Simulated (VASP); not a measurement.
# CaO (Fm-3m) in VASP: notebook, part 2 of 2

VASP 6.6.1. Earlier steps stand in the parts before.

### Step 3. Single point, LDA

This run uses another cell than the first one, of 13.04 Å³/atom, 0.996 times its volume.

File INCAR:

```
SYSTEM = CaO
ALGO     = Normal         ! electronic algorithm
EDIFF    = 1E-6           ! SCF threshold, eV
ENCUT    = 520            ! plane-wave cutoff, eV
ISIF     = 2              ! what is computed and relaxed
ISMEAR   = 0              ! smearing method
LASPH    = .True.         ! aspherical terms in the spheres
LCHARG   = .True.         ! write CHGCAR
LELF     = .True.         ! ELF
LREAL    = .False.        ! projectors in reciprocal space
LVHAR    = .True.       
LWAVE    = .False.        ! write WAVECAR
NBANDS   = 15             ! bands
NELM     = 100            ! most SCF steps
PREC     = Accurate       ! precision mode
SIGMA    = 0.02           ! smearing width, eV
```

File KPOINTS:

```
k-points
0
Gamma
  8 8 8
  0 0 0
```

File POSCAR:

```
CaO
1.0
    0.0000000000      2.3540440847      2.3540440847
    2.3540440847      0.0000000000      2.3540440847
    2.3540440847      2.3540440847      0.0000000000
Ca O
1 1
Direct
    0.0000000000      0.0000000000      0.0000000000
    0.5000000000      0.5000000000      0.5000000000
```

Potentials or basis: VASP PAW LDA potentials, release 64 (Ca_sv, O).

Command:

```sh
> cat potpaw_LDA.64/Ca_sv/POTCAR potpaw_LDA.64/O/POTCAR > POTCAR
> mpirun -np 1 vasp_std > vasp.out
```

OUTCAR:

```text
SYSTEM = CaO
   EDIFF = 1E-6
   ENCUT = 520
   ISIF = 2
   ISMEAR = 0
   LASPH = .True.
   LREAL = .False.
   NELM = 100
   PREC = Accurate

 ion  position               nearest neighbor table
   1  0.000  0.000  0.000-   2 2.35   2 2.35   2 2.35   2 2.35   2 2.35   2 2.35
   2  0.500  0.500  0.500-   1 2.35   1 2.35   1 2.35   1 2.35   1 2.35   1 2.35

  LATTYP: Found a face centered cubic cell.
 ALAT       =     4.7080881694

  Lattice vectors:

 A1 = (   0.0000000000,   2.3540440847,   2.3540440847)
 A2 = (   2.3540440847,   0.0000000000,   2.3540440847)
 A3 = (   2.3540440847,   2.3540440847,   0.0000000000)

Analysis of symmetry for initial positions (statically):
=====================================================================
 Subroutine PRICEL returns:
 Original cell was already a primitive cell.

 Routine SETGRP: Setting up the symmetry group for a
 face centered cubic supercell.

 Subroutine GETGRP returns: Found 48 space group operations
 (whereof 48 operations were pure point group operations)
 out of a pool of 48 trial point group operations.

The static configuration has the point symmetry O_h .

Analysis of symmetry for dynamics (positions and initial velocities):
=====================================================================
 Subroutine PRICEL returns:
 Original cell was already a primitive cell.

 Routine SETGRP: Setting up the symmetry group for a
 face centered cubic supercell.

 Subroutine GETGRP returns: Found 48 space group operations
 (whereof 48 operations were pure point group operations)
 out of a pool of 48 trial point group operations.

The dynamic configuration has the point symmetry O_h .

 Subroutine INISYM returns: Found 48 space group operations
 (whereof 48 operations are pure point group operations),
 and found     1 'primitive' translations

----------------------------------------------------------------------------------------

                                     Primitive cell

  volume of cell :      26.0900
[... 114 lines left out ...]
   GGA     = CA    functional components
   LHFCALC =     F    Hartree Fock is set to
   AEXX    =    0.0000 exact exchange contribution
   IVDW    =     0    specifies the selected vdW correction
   LEPSILON=     F    determine dielectric tensor
   LRPA    =     F    only Hartree local field effects (RPA)
 non-spin polarized calculation
 Gauss-broadening in eV      SIGMA  =   0.02
  energy-cutoff  :      520.00
  volume of cell :       26.09
 maximum number of plane-waves:       725
 NGX is ok and might be reduce to    28
   NGX = 13   NGY = 13   NGZ = 13

 number of electron      15.9999999 magnetization

 Free energy of the ion-electron system (eV)
  ---------------------------------------------------
  ext. energy  EPLUGINS =         0.00000000
  ---------------------------------------------------
  free energy    TOTEN  =       -14.22040378 eV

  energy without entropy =      -14.22040378  energy(sigma->0) =      -14.22040378

 E-fermi :   2.6030     XC(G=0): -11.3372

 val. band max:        2.3858631242   @ k =   0.0000   0.0000   0.0000
 cond. band min:       5.8045752388   @ k =   0.5000   0.5000   0.0000
 fundamental gap:      3.4187121146
 Fermi energy:         2.6030489697

 k-point     1 :       0.0000    0.0000    0.0000
  band No.  band energies     occupation
      1     -34.4386      2.00000
      2     -15.4312      2.00000
      3     -15.4312      2.00000
      4     -15.4312      2.00000
      5     -12.9448      2.00000
      6       2.3859      2.00000
      7       2.3859      2.00000
      8       2.3859      2.00000
      9       7.4671      0.00000
     10       8.6333      0.00000
     11       8.6333      0.00000
     12       8.6333      0.00000
     13      10.3089      0.00000
     14      10.3089      0.00000
[... 401 lines left out ...]
      2     -16.6171      2.00000
      3     -15.7440      2.00000
      4     -15.5939      2.00000
      5     -11.7748      2.00000
      6       0.1837      2.00000
      7       1.1755      2.00000
      8       1.2166      2.00000
      9       9.2651      0.00000
     10       9.3351      0.00000
     11      11.4680      0.00000
     12      11.7749      0.00000
     13      13.1001      0.00000
     14      14.8157      0.00000
     15      16.8701      0.00000

 [... further k-points ...]
[... 5 lines left out ...]
  --------------------------------------------------------------------------------------
  -------------------------------------------------------------------------------------
  Total        0.1584704      0.1584704      0.1584704      0.0000000     -0.0000000      0.0000000
  in kB        9.7316165      9.7316165      9.7316165      0.0000000     -0.0000000      0.0000000
  external PRESSURE =       9.7316165 kB  Pullay stress =       0.0000000 kB

 VOLUME and BASIS-vectors are now :
 -----------------------------------------------------------------------------
  energy-cutoff  :      520.00
  volume of cell :       26.09
      direct lattice vectors                 reciprocal lattice vectors
     0.000000000  2.354044085  2.354044085    -0.212400440  0.212400440  0.212400440
     2.354044085  0.000000000  2.354044085     0.212400440 -0.212400440  0.212400440
     2.354044085  2.354044085  0.000000000     0.212400440  0.212400440 -0.212400440

 POSITION                                       TOTAL-FORCE (eV/Angst)
 -----------------------------------------------------------------------------------
      0.00000      0.00000      0.00000        -0.000000     -0.000000     -0.000000
      2.35404      2.35404      2.35404         0.000000      0.000000      0.000000
 -----------------------------------------------------------------------------------
    total drift:                                0.000000      0.000000      0.000000

  FREE ENERGIE OF THE ION-ELECTRON SYSTEM (eV)
  ---------------------------------------------------
  free  energy   TOTEN  =       -14.2204037796 eV

  energy  without entropy=      -14.2204037796  energy(sigma->0) =      -14.22040378
```

stdout:

```text
POSCAR found type information on POSCAR CaO
 POSCAR found :  2 types and       2 ions
 scaLAPACK will be used
 LDA part: xc-table for (Slater(with rela. corr.)+CA(PZ))
 , standard interpolation
 POSCAR, INCAR and KPOINTS ok, starting setup
 FFT: planning ... GRIDC
 FFT: planning ... GRID_SOFT
 FFT: planning ... GRID
 WAVECAR not read
 entering main loop
```

Run time: 31 s. Hardware: 1 thread of AMD EPYC 7R43 (Zen 3), shared host; peak memory 0.11 GiB.

What came out:

```
Free energy            : -14.2204 eV
Pressure               : 1.0 GPa
Band gap on the k mesh : 3.42 eV, indirect (least direct gap 3.78 eV)
```

Levels at points of the mesh, in eV from the valence-band top:
| k point | band 4 | band 5 | band 6 | band 7 | band 8 | band 9 | band 10 | band 11 | band 12 | band 13 |
| --- | --- | --- | --- | --- | --- | --- | --- | --- | --- | --- |
| (0.00, 0.00, 0.00) | -17.82 | -15.33 | 0.00 | 0.00 | 0.00 | 5.08 | 6.25 | 6.25 | 6.25 | 7.92 |
| (0.50, 0.00, 0.00) | -17.88 | -13.79 | -2.86 | -1.36 | -1.36 | 7.24 | 8.64 | 8.64 | 8.79 | 10.96 |
| (0.50, 0.50, 0.00) | -18.11 | -15.09 | -1.27 | -0.36 | -0.36 | 3.42 | 8.49 | 9.23 | 9.96 | 9.96 |

### Step 4. Relaxation of cell and atoms, LDA

File INCAR:

```
PREC     = Accurate       # precision mode
ENCUT    = 600            # plane-wave cutoff, eV
EDIFF    = 1E-6           # SCF threshold, eV
ISMEAR   = 0              # smearing method
SIGMA    = 0.02           # smearing width, eV
LREAL    = F              # projectors in reciprocal space
LASPH    = T              # aspherical terms in the spheres
NELM     = 100            # most SCF steps
ALGO     = Normal         # electronic algorithm
ISIF     = 3              # what is computed and relaxed
LWAVE    = F              # write WAVECAR
LCHARG   = F              # write CHGCAR
IBRION   = 2              # ionic algorithm
NSW      = 100            # ionic steps
EDIFFG   = -0.005         # ionic threshold
```

File KPOINTS:

```
Automatic mesh
0
Gamma
  8 8 8
```

File POSCAR:

```
CaO
1.0
    0.0000000000      2.3568261008      2.3568261008
    2.3568261008      0.0000000000      2.3568261008
    2.3568261008      2.3568261008      0.0000000000
Ca O
1 1
Direct
    0.0000000000      0.0000000000      0.0000000000
    0.5000000000      0.5000000000      0.5000000000
```

Command:

```sh
> cat potpaw_LDA.64/Ca_sv/POTCAR potpaw_LDA.64/O/POTCAR > POTCAR
> mpirun -np 1 vasp_std > vasp.out
```

It took 33 s on 1 thread of AMD EPYC 7R43 (Zen 3), shared host; peak memory 0.12 GiB.

Results (log left out):

```
Free energy                            : -14.2237 eV
Relaxed volume                         : 13.13 Å³/atom
Relaxed cell                           : a = 3.336 Å, b = 3.336 Å, c = 3.336 Å, α = 60.00°, β = 60.00°, γ = 60.00°
Space group after relaxing (to 0.05 Å) : Fm-3m (No. 225)
Energy gained by relaxing              : 0.0 meV/atom
Ionic steps                            : 3
Pressure after relaxing                : 0.0 GPa
Band gap on the k mesh                 : 3.42 eV, indirect (least direct gap 3.78 eV)
```

Final structure:
```cif
data_structure
_symmetry_space_group_name_H-M 'P 1'
_symmetry_Int_Tables_number 1
_cell_length_a 3.3361
_cell_length_b 3.3361
_cell_length_c 3.3361
_cell_angle_alpha 60.000
_cell_angle_beta 60.000
_cell_angle_gamma 60.000
_cell_volume 26.25
loop_
_atom_site_label
_atom_site_type_symbol
_atom_site_fract_x
_atom_site_fract_y
_atom_site_fract_z
_atom_site_occupancy
Ca1 Ca 0.00000 0.00000 0.00000 1
O1 O 0.50000 0.50000 0.50000 1
```

Levels at points of the mesh, in eV from the valence-band top:
| k point | band 6 | band 7 | band 8 | band 9 | band 10 | band 11 |
| --- | --- | --- | --- | --- | --- | --- |
| (0.00, 0.00, 0.00) | 0.00 | 0.00 | 0.00 | 5.03 | 6.23 | 6.23 |
| (0.50, 0.00, 0.00) | -2.85 | -1.35 | -1.35 | 7.21 | 8.61 | 8.61 |
| (0.50, 0.50, 0.00) | -1.27 | -0.36 | -0.36 | 3.42 | 8.44 | 9.19 |

A k mesh can miss the band edges.

### Step 5. Relaxation of cell and atoms, LDA

This run uses another cell than the first one, of 14.69 Å³/atom, 1.122 times its volume.

File INCAR:

```
PREC     = Accurate       # precision mode
ENCUT    = 600            # plane-wave cutoff, eV
EDIFF    = 1E-7           # SCF threshold, eV
ISMEAR   = 0              # smearing method
SIGMA    = 0.1            # smearing width, eV
LREAL    = F              # projectors in reciprocal space
LASPH    = T              # aspherical terms in the spheres
NELM     = 100            # most SCF steps
ALGO     = Normal         # electronic algorithm
ISIF     = 3              # what is computed and relaxed
LWAVE    = F              # write WAVECAR
LCHARG   = F              # write CHGCAR
GGA      = CA             # functional
IBRION   = 2              # ionic algorithm
NSW      = 100            # ionic steps
EDIFFG   = -0.05          # ionic threshold
```

File KPOINTS:

```
regular mesh
0
Gamma
  8 8 8
```

File POSCAR:

```
CaO
1.0
    0.0000000000      2.4490000000      2.4490000000
    2.4490000000      0.0000000000      2.4490000000
    2.4490000000      2.4490000000      0.0000000000
Ca O
1 1
Direct
    0.0000000000      0.0000000000      0.0000000000
    0.5000000000      0.5000000000      0.5000000000
```

Command:

```sh
> cat potpaw_LDA.64/Ca_sv/POTCAR potpaw_LDA.64/O/POTCAR > POTCAR
> mpirun -np 1 vasp_std > vasp.out
```

Run time: 40 s. Hardware: 1 thread of AMD EPYC 7R43 (Zen 3), shared host; peak memory 0.13 GiB.

It converged, with:

* Free energy: -14.2293 eV
* Relaxed volume: 13.12 Å³/atom
* Relaxed cell: a = 3.336 Å, b = 3.336 Å, c = 3.336 Å, α = 60.00°, β = 60.00°, γ = 60.00°
* Space group after relaxing (to 0.05 Å): Fm-3m (No. 225)
* Energy gained by relaxing: 61.2 meV/atom
* Ionic steps: 3
* Pressure after relaxing: 0.0 GPa
* Band gap on the k mesh: 3.43 eV, indirect (least direct gap 3.79 eV)

Step by step:
| step | energy change (eV) | largest force (eV/Å) | pressure (GPa) | volume (Å³) |
| --- | --- | --- | --- | --- |
| 1 | 0.0000 | 0.0000 | -11.31 | 29.38 |
| 2 | -0.1040 | 0.0000 | 5.82 | 25.19 |
| 3 | -0.1225 | 0.0000 | 0.01 | 26.24 |

Final structure:
```
Ca O
1.0
     0.00000    2.35862    2.35862
     2.35862    0.00000    2.35862
     2.35862    2.35862    0.00000
Ca O
1 1
Direct
  0.00000 0.00000 0.00000
  0.50000 0.50000 0.50000
```

Levels at points of the mesh, in eV from the valence-band top:
| k point | band 6 | band 7 | band 8 | band 9 | band 10 | band 11 |
| --- | --- | --- | --- | --- | --- | --- |
| (0.00, 0.00, 0.00) | 0.00 | 0.00 | 0.00 | 5.03 | 6.24 | 6.24 |
| (0.50, 0.00, 0.00) | -2.85 | -1.35 | -1.35 | 7.22 | 8.61 | 8.61 |
| (0.50, 0.50, 0.00) | -1.27 | -0.36 | -0.36 | 3.43 | 8.45 | 9.20 |

Caveat: the volume moved by -11 % from the deposited cell, more than functionals usually miss.

### Step 6. Single point, LDA

This run uses another cell than the first one, of 14.69 Å³/atom, 1.122 times its volume.

File INCAR:

```
PREC = Accurate
ENCUT = 600
EDIFF = 1E-6
ISMEAR = 0
SIGMA = 0.1
LREAL = False
LASPH = True
NELM = 120
ALGO = Normal
ISIF = 2
LWAVE = False
LCHARG = True
GGA = CA
LELF = True
LVHAR = True
NBANDS = 15
GGA_COMPAT = False
```

File KPOINTS:

```
regular mesh
0
Gamma
  6 6 6
```

POSCAR is that of step 5.

Potentials or basis: VASP PAW LDA potentials, release 64 (Ca_sv, O).

Command:

```sh
> cat potpaw_LDA.64/Ca_sv/POTCAR potpaw_LDA.64/O/POTCAR > POTCAR
> mpirun -np 1 vasp_std > vasp.out
```

Wall time 26 s (1 thread of AMD EPYC 7R13, shared host); peak memory 0.11 GiB.

The run converged. Its results:

- Free energy: -14.1067 eV
- Pressure: -11.3 GPa
- Band gap on the k mesh: 3.48 eV, indirect (least direct gap 3.87 eV)

Levels at points of the mesh, in eV from the valence-band top:
```tsv
k point	band 6	band 7	band 8	band 9	band 10	band 11
(0.00, 0.00, 0.00)	0.00	0.00	0.00	4.12	5.97	5.97
(0.50, 0.00, 0.00)	-2.58	-1.12	-1.12	6.70	7.90	8.00
(0.50, 0.50, 0.00)	-1.33	-0.39	-0.39	3.48	7.60	8.55
```

A k mesh can miss the band edges. A hybrid or GW would open this gap; LDA tends to underestimate it.

### Step 7. Overview

| task | cell | k mesh | cutoff (eV) | smearing | gap on the mesh (eV) | pressure (GPa) | relaxed volume (Å³/atom) |
| --- | --- | --- | --- | --- | --- | --- | --- |
| single point | a = 3.333 Å, angles 60.0°, 2 atoms | 8 × 8 × 8 | 520 | gaussian 0.1 eV | 3.42 | 0.5 | - |
| single point | a = 3.329 Å, angles 60.0°, 2 atoms | 8 × 8 × 8 | 520 | gaussian 0.02 eV | 3.42 | 1.0 | - |
| relaxation of cell and atoms | relaxed from a = 3.333 Å, angles 60.0°, 2 atoms | 8 × 8 × 8 | 600 | gaussian 0.02 eV | 3.42 | 0.0 | 13.13 |
| relaxation of cell and atoms | relaxed from a = 3.463 Å, angles 60.0°, 2 atoms | 8 × 8 × 8 | 600 | gaussian 0.1 eV | 3.43 | 0.0 | 13.12 |
| single point | a = 3.463 Å, angles 60.0°, 2 atoms | 6 × 6 × 6 | 600 | gaussian 0.1 eV | 3.48 | -11.3 | - |

Alike in all rows: level LDA; potentials or basis VASP PAW LDA potentials, release 64 (Ca_sv, O); no spin polarisation.

Caveats: the volume moved by -11 % from the deposited cell, more than functionals usually miss (some runs).

Absolute energies hang on the potentials; compare differences alone.
